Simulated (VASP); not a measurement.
# PbO (P4/nmm) in VASP: notebook, part 2 of 3

VASP 6.6.1. Earlier steps stand in the parts before.

**4. Single point, PBEsol**

This run uses another cell than the first one, of 20.11 Å³/atom.

INCAR reads:

```
PREC = Accurate
ENCUT = 520
EDIFF = 1E-6
ISMEAR = 0
SIGMA = 0.02
LREAL = F
LASPH = T
NELM = 100
ALGO = Normal
ISIF = 2
LWAVE = F
LCHARG = F
GGA = PS
NBANDS = 28
```

KPOINTS reads:

```
Automatic mesh
0
Gamma
  8 8 6
```

POSCAR reads:

```
PbO
1.0
    3.9899762954      0.0000000000      0.0000000000
    0.0000000000      3.9899762954      0.0000000000
    0.0000000000      0.0000000000      5.0531161440
Pb O
2 2
Direct
    0.0000000000      0.5000000000      0.2341629548
    0.5000000000      0.0000000000      0.7658370452
    0.5000000000      0.5000000000      0.0000000000
    0.0000000000      0.0000000000      0.0000000000
```

Command:

```sh
cat potpaw_PBE.64/Pb_d/POTCAR potpaw_PBE.64/O/POTCAR > POTCAR
mpirun -np 1 vasp_std > vasp.out
```

Wall time 45 s (1 thread of AMD EPYC 9R45 (Zen 5), shared host); peak memory 0.22 GiB.

The run converged. Its results:

```
Free energy            : -22.8747 eV
Pressure               : 0.1 GPa
Largest force          : 0.041 eV/Å
Band gap on the k mesh : 1.22 eV (least direct gap 2.21 eV)
```

Forces in eV/Å, atoms in the order of the input:
```
Pb   0.000  0.000  0.041
Pb   0.000  0.000 -0.041
O    0.000  0.000  0.000
O    0.000  0.000  0.000
```

Stress tensor (GPa, compression positive):
```
0.08 0.00 0.00
0.00 0.08 0.00
0.00 0.00 0.17
```

Levels at points of the mesh, in eV from the valence-band top:
| k point | band 16 | band 17 | band 18 | band 19 | band 20 | band 21 | band 22 | band 23 | band 24 | band 25 |
| --- | --- | --- | --- | --- | --- | --- | --- | --- | --- | --- |
| (0.00, 0.00, 0.00) | -4.29 | -1.68 | -1.66 | -1.66 | -0.01 | 2.26 | 5.30 | 5.66 | 5.66 | 6.51 |
| (0.50, 0.00, 0.00) | -3.20 | -3.02 | -3.02 | -1.62 | -1.62 | 3.33 | 3.33 | 6.43 | 6.43 | 6.68 |
| (0.50, 0.50, 0.00) | -3.43 | -1.63 | -1.63 | -1.03 | -1.03 | 1.22 | 1.22 | 5.21 | 5.21 | 7.76 |
| (0.00, 0.00, 0.50) | -4.14 | -1.72 | -1.69 | -1.69 | -0.91 | 1.83 | 4.02 | 4.02 | 4.21 | 8.61 |
| (0.50, 0.00, 0.50) | -3.67 | -2.99 | -2.99 | -0.97 | -0.97 | 3.02 | 3.02 | 6.31 | 6.31 | 7.24 |
| (0.50, 0.50, 0.50) | -3.86 | -2.20 | -2.20 | -1.03 | -1.03 | 3.47 | 3.47 | 4.62 | 4.62 | 5.66 |

Caveat: the PAW data sets were made with another functional, which shifts forces and pressure a little; spin-orbit coupling is left out, which moves the levels of the heavy elements. A k mesh can miss the band edges.

**5. Relaxation of cell and atoms, PBEsol**

INCAR reads:

```
SYSTEM = PbO
PREC = Accurate
ENCUT = 600
EDIFF = 1E-7
ISMEAR = 0
SIGMA = 0.1
LREAL = .False.
LASPH = .True.
NELM = 100
ALGO = Normal
ISIF = 3
LWAVE = .False.
LCHARG = .False.
GGA = PS
IBRION = 2
NSW = 80
EDIFFG = -0.05
```

KPOINTS reads:

```
regular mesh
0
Gamma
  6 6 4
  0 0 0
```

POSCAR reads:

```
PbO
1.0
    3.8886342860      0.0000000000      0.0000000000
    0.0000000000      3.8886342860      0.0000000000
    0.0000000000      0.0000000000      4.8575372666
Pb O
2 2
Direct
    0.0000000000      0.5000000000      0.2423994224
    0.5000000000      0.0000000000      0.7576005776
    0.5000000000      0.5000000000      0.0000000000
    0.0000000000      0.0000000000      0.0000000000
```

Potentials or basis: VASP PAW PBE potentials, release 64 (Pb_d, O).

Command:

```sh
cat potpaw_PBE.64/Pb_d/POTCAR potpaw_PBE.64/O/POTCAR > POTCAR
mpirun -np 1 vasp_std > vasp.out
```

OUTCAR:

```text
SYSTEM = PbO
   PREC = Accurate
   ENCUT = 600
   EDIFF = 1E-7
   ISMEAR = 0
   LREAL = .False.
   LASPH = .True.
   NELM = 100
   ISIF = 3
   GGA = PS
   IBRION = 2
   NSW = 80
   EDIFFG = -0.05

 ion  position               nearest neighbor table
   1  0.000  0.500  0.242-   3 2.27   4 2.27   4 2.27   3 2.27   2 3.62   2 3.62   2 3.62   2 3.62
                             2 3.72   2 3.72   2 3.72   2 3.72
   2  0.500  0.000  0.758-   3 2.27   4 2.27   3 2.27   4 2.27   1 3.62   1 3.62   1 3.62   1 3.62
                             1 3.72   1 3.72   1 3.72   1 3.72
   3  0.500  0.500  0.000-   1 2.27   2 2.27   2 2.27   1 2.27
   4  0.000  0.000  0.000-   1 2.27   2 2.27   1 2.27   2 2.27

  LATTYP: Found a simple tetragonal cell.
 ALAT       =     3.8886342860
 C/A-ratio  =     1.2491627932

  Lattice vectors:

 A1 = (   3.8886342860,   0.0000000000,   0.0000000000)
 A2 = (   0.0000000000,   3.8886342860,   0.0000000000)
 A3 = (   0.0000000000,   0.0000000000,   4.8575372666)

Analysis of symmetry for initial positions (statically):
=====================================================================
 Subroutine PRICEL returns:
 Original cell was already a primitive cell.

 Routine SETGRP: Setting up the symmetry group for a
 simple tetragonal supercell.

 Subroutine GETGRP returns: Found 16 space group operations
 (whereof  8 operations were pure point group operations)
 out of a pool of 16 trial point group operations.

The static configuration has the point symmetry D_2d.
 The point group associated with its full space group is D_4h.

Analysis of symmetry for dynamics (positions and initial velocities):
=====================================================================
 Subroutine PRICEL returns:
 Original cell was already a primitive cell.

 Routine SETGRP: Setting up the symmetry group for a
 simple tetragonal supercell.

 Subroutine GETGRP returns: Found 16 space group operations
 (whereof  8 operations were pure point group operations)
 out of a pool of 16 trial point group operations.

The dynamic configuration has the point symmetry D_2d.
 The point group associated with its full space group is D_4h.

 Subroutine INISYM returns: Found 16 space group operations
 (whereof  8 operations are pure point group operations),
 and found     1 'primitive' translations

----------------------------------------------------------------------------------------

                                     Primitive cell

  volume of cell :      73.4531

  direct lattice vectors                    reciprocal lattice vectors
     3.888634286  0.000000000  0.000000000     0.257159693  0.000000000  0.000000000
     0.000000000  3.888634286  0.000000000     0.000000000  0.257159693  0.000000000
     0.000000000  0.000000000  4.857537267     0.000000000  0.000000000  0.205865636

  length of vectors
     3.888634286  3.888634286  4.857537267     0.257159693  0.257159693  0.205865636

  position of ions in fractional coordinates (direct lattice)
     0.000000000  0.500000000  0.242399422
     0.500000000  0.000000000  0.757600578
     0.500000000  0.500000000  0.000000000
     0.000000000  0.000000000  0.000000000

  ion indices of the primitive-cell ions
   primitive index   ion index
                 1           1
                 2           2
                 3           3
                 4           4
[... 55 lines left out ...]
   number of dos      NEDOS =    301   number of ions     NIONS =      4
   total plane-waves  NPLWV =  40960
   dimension x,y,z NGX =    32 NGY =   32 NGZ =   40
   dimension x,y,z NGXF=    64 NGYF=   64 NGZF=   80
   ions per type =               2   2
   NGX,Y,Z   is equivalent  to a cutoff of  13.68, 13.68, 13.69 a.u.
   NGXF,Y,Z  is equivalent  to a cutoff of  27.36, 27.36, 27.38 a.u.
 SYSTEM =  PbO
   PREC   = accura    normal or accurate (medium, high low for compatibility)
   ISTART =      0    job   : 0-new  1-cont  2-samecut
   ICHARG =      2    charge: 1-file 2-atom 10-const
   ISPIN  =      1    spin polarized calculation?
   LNONCOLLINEAR =      F non collinear calculations
   LSORBIT =      F    spin-orbit coupling
   LASPH  =      T    aspherical Exc in radial PAW
   ENCUT  =  600.0 eV  44.10 Ry    6.64 a.u.   7.77  7.77  9.70*2*pi/ulx,y,z
   NELM   =    100;   NELMIN=  2; NELMDL= -5     # of ELM steps
   EDIFF  = 0.1E-06   stopping-criterion for ELM
   LREAL  =      F    real-space projection
   EDIFFG = -.5E-01   stopping-criterion for IOM
   NSW    =     80    number of steps for IOM
   IBRION =      2    ionic relax: 0-MD 1-quasi-New 2-CG
   NFREE  =      1    steps in history (QN), initial steepest desc. (CG)
   ISIF   =      3    stress and relaxation
   ISYM   =      2    0-nonsym 1-usesym 2-fastsym
   POTIM  = 0.5000    time-step for ionic-motion
   TEBEG  =    0.0;   TEEND  =   0.0 temperature during run
   PSTRESS=    0.0 pullay stress
   NELECT =      40.0000    total number of electrons
   NUPDOWN=      -1.0000    fix difference up-down
   EMIN   =  10.00;   EMAX   =-10.00  energy-range for DOS
   EFERMI =   0.00;   METHOD = LEGACY
   ISMEAR =     0;   SIGMA  =   0.10  broadening in eV -4-tet -1-fermi 0-gaus
   EFERMI_NEDOS =   21; number of points for ismear=-14 and -15
   IALGO  =     38    algorithm
   IMIX   =      4    mixing-type and parameters
     AMIX     =   0.40;   BMIX     =  1.00
     AMIX_MAG =   1.60;   BMIX_MAG =  1.00
  volume/ion in A,a.u.               =      18.36       123.92
  Fermi-wavevector in a.u.,A,eV,Ry     =   1.336877  2.526331 24.316870  1.787240
  Thomas-Fermi vector in A             =   2.465469
   LORBIT       =      0    0 simple, 1 ext, 2 COOP (PROOUT), +10 PAW based schemes
   GGA     = PS    functional components
   LHFCALC =     F    Hartree Fock is set to
   AEXX    =    0.0000 exact exchange contribution
   IVDW    =     0    specifies the selected vdW correction
   LEPSILON=     F    determine dielectric tensor
   LRPA    =     F    only Hartree local field effects (RPA)
 conjugate gradient relaxation of ions
 non-spin polarized calculation
 Gauss-broadening in eV      SIGMA  =   0.10
  energy-cutoff  :      600.00
  volume of cell :       73.45
 maximum number of plane-waves:      2468
 NGX is ok and might be reduce to    32
   NGX = 15   NGY = 15   NGZ = 19

--------------------------------------- Ionic step        1  -------------------------------------------

 number of electron      39.9999987 magnetization

 Free energy of the ion-electron system (eV)
  ---------------------------------------------------
  ext. energy  EPLUGINS =         0.00000000
  ---------------------------------------------------
  free energy    TOTEN  =       -22.77423871 eV

  energy without entropy =      -22.77423871  energy(sigma->0) =      -22.77423871

------------------------ aborting loop because EDIFF is reached ----------------------------------------

  FORCE on cell =-STRESS in cart. coord.  units (eV):
  Direction    XX          YY          ZZ          XY          YZ          ZX
  --------------------------------------------------------------------------------------
  -------------------------------------------------------------------------------------
  Total        3.1687345      3.1687345      2.3524759      0.0000000      0.0000000      0.0000000
  in kB       69.1171926     69.1171926     51.3127659      0.0000000      0.0000000      0.0000000
  external PRESSURE =      63.1823837 kB  Pullay stress =       0.0000000 kB
[... 215 lines left out ...]
--------------------------------------- Ionic step        7  -------------------------------------------

 number of electron      40.0000001 magnetization

 Free energy of the ion-electron system (eV)
  ---------------------------------------------------
  ext. energy  EPLUGINS =         0.00000000
  ---------------------------------------------------
  free energy    TOTEN  =       -22.86850213 eV

  energy without entropy =      -22.86850213  energy(sigma->0) =      -22.86850213

 E-fermi :   5.4543     XC(G=0): -10.1393

 val. band max:        4.9832015759   @ k =   0.1667   0.0000   0.0000
 cond. band min:       6.1290686240   @ k =   0.5000   0.5000   0.0000
 fundamental gap:      1.1458670481
 Fermi energy:         5.4543043705

 k-point     1 :       0.0000    0.0000    0.0000
  band No.  band energies     occupation
      1     -13.2444      2.00000
      2     -12.7206      2.00000
      3     -10.9136      2.00000
      4     -10.9136      2.00000
      5     -10.8521      2.00000
      6     -10.8176      2.00000
[... 637 lines left out ...]
     23      11.2193      0.00000
     24      11.2193      0.00000

 [... further k-points ...]

------------------------ aborting loop because EDIFF is reached ----------------------------------------

  FORCE on cell =-STRESS in cart. coord.  units (eV):
  Direction    XX          YY          ZZ          XY          YZ          ZX
  --------------------------------------------------------------------------------------
  -------------------------------------------------------------------------------------
  Total       -0.0686192     -0.0686192      0.1421823      0.0000000      0.0000000      0.0000000
  in kB       -1.3956152     -1.3956152      2.8917828      0.0000000      0.0000000      0.0000000
  external PRESSURE =       0.0335175 kB  Pullay stress =       0.0000000 kB
[... 19 lines left out ...]
  FREE ENERGIE OF THE ION-ELECTRON SYSTEM (eV)
  ---------------------------------------------------
  free  energy   TOTEN  =       -22.8685021265 eV

  energy  without entropy=      -22.8685021265  energy(sigma->0) =      -22.86850213

 reached required accuracy - stopping structural energy minimisation
```

CONTCAR:

```text
PbO
   1.00000000000000
     4.0018838755496313    0.0000000000000000    0.0000000000000000
     0.0000000000000000    4.0018838755496313    0.0000000000000000
     0.0000000000000000    0.0000000000000000    4.9188245393040955
  Pb              O
     2     2
Direct
     0.0000000000000000    0.5000000000000000    0.2399510016731485
     0.5000000000000000    0.0000000000000000    0.7600489983268517
     0.5000000000000000    0.5000000000000000    0.0000000000000000
     1.0000000000000000    0.0000000000000000    1.0000000000000000

  0.00000000E+00  0.00000000E+00  0.00000000E+00
  0.00000000E+00  0.00000000E+00  0.00000000E+00
  0.00000000E+00  0.00000000E+00  0.00000000E+00
  0.00000000E+00  0.00000000E+00  0.00000000E+00
```

Run time: 2.4 min. Hardware: 1 thread of AMD EPYC 9R45 (Zen 5), shared host; peak memory 0.21 GiB.

Results:

```
Free energy                           : -22.8685 eV
Relaxed volume                        : 19.69 Å³/atom
Relaxed cell                          : a = 4.002 Å, b = 4.002 Å, c = 4.919 Å, α = 90.00°, β = 90.00°, γ = 90.00°
Space group after relaxing (to 0.1 Å) : P4/nmm (No. 129)
Energy gained by relaxing             : 23.6 meV/atom
Ionic steps                           : 7
Pressure after relaxing               : 0.0 GPa
Largest force after relaxing          : 0.039 eV/Å
Band gap on the k mesh                : 1.15 eV (least direct gap 2.14 eV)
```

Forces on the atoms (eV/Å):
```
Pb   0.000  0.000 -0.039
Pb   0.000  0.000  0.039
O    0.000  0.000  0.000
O    0.000  0.000  0.000
```

The path:
| step | energy change (eV) | largest force (eV/Å) | pressure (GPa) | volume (Å³) |
| --- | --- | --- | --- | --- |
| 1 | 0.0000 | 0.6843 | 6.32 | 73.45 |
| 2 | 0.0016 | 1.1564 | -4.60 | 81.42 |
| 3 | -0.0821 | 0.3035 | 0.27 | 77.23 |
| 4 | -0.0821 | 0.2857 | 0.38 | 77.16 |
| 5 | -0.0901 | 0.1647 | 0.26 | 77.77 |
| 6 | -0.0937 | 0.0213 | 0.12 | 78.54 |
| 7 | -0.0943 | 0.0386 | 0.00 | 78.78 |

Final structure:
```cif
data_structure
_symmetry_space_group_name_H-M 'P 1'
_symmetry_Int_Tables_number 1
_cell_length_a 4.0019
_cell_length_b 4.0019
_cell_length_c 4.9188
_cell_angle_alpha 90.000
_cell_angle_beta 90.000
_cell_angle_gamma 90.000
_cell_volume 78.78
loop_
_atom_site_label
_atom_site_type_symbol
_atom_site_fract_x
_atom_site_fract_y
_atom_site_fract_z
_atom_site_occupancy
Pb1 Pb 0.00000 0.50000 0.23995 1
Pb2 Pb 0.50000 0.00000 0.76005 1
O1 O 0.50000 0.50000 0.00000 1
O2 O 0.00000 0.00000 0.00000 1
```

Levels at points of the mesh, in eV from the valence-band top:
| k point | band 16 | band 17 | band 18 | band 19 | band 20 | band 21 | band 22 | band 23 | band 24 |
| --- | --- | --- | --- | --- | --- | --- | --- | --- | --- |
| (0.00, 0.00, 0.00) | -4.25 | -1.63 | -1.63 | -1.63 | -0.01 | 2.41 | 5.58 | 5.58 | 5.62 |
| (0.50, 0.00, 0.00) | -3.11 | -2.98 | -2.98 | -1.59 | -1.59 | 3.45 | 3.45 | 6.65 | 6.65 |
| (0.50, 0.50, 0.00) | -3.32 | -1.56 | -1.56 | -0.99 | -0.99 | 1.15 | 1.15 | 5.31 | 5.31 |
| (0.00, 0.00, 0.50) | -4.07 | -1.68 | -1.66 | -1.66 | -0.80 | 1.86 | 3.91 | 3.91 | 4.11 |
| (0.50, 0.00, 0.50) | -3.66 | -2.94 | -2.94 | -0.90 | -0.90 | 3.14 | 3.14 | 6.24 | 6.24 |
| (0.50, 0.50, 0.50) | -3.84 | -2.23 | -2.23 | -1.00 | -1.00 | 3.49 | 3.49 | 4.88 | 4.88 |

Caveat: the PAW data sets were made with another functional, which shifts forces and pressure a little; spin-orbit coupling is left out, which moves the levels of the heavy elements; the relaxation stopped at a loose force limit of 0.05 eV/Å, so its end isn't a converged minimum. A k mesh can miss the band edges.

(Part 2 of 3 ends here.)
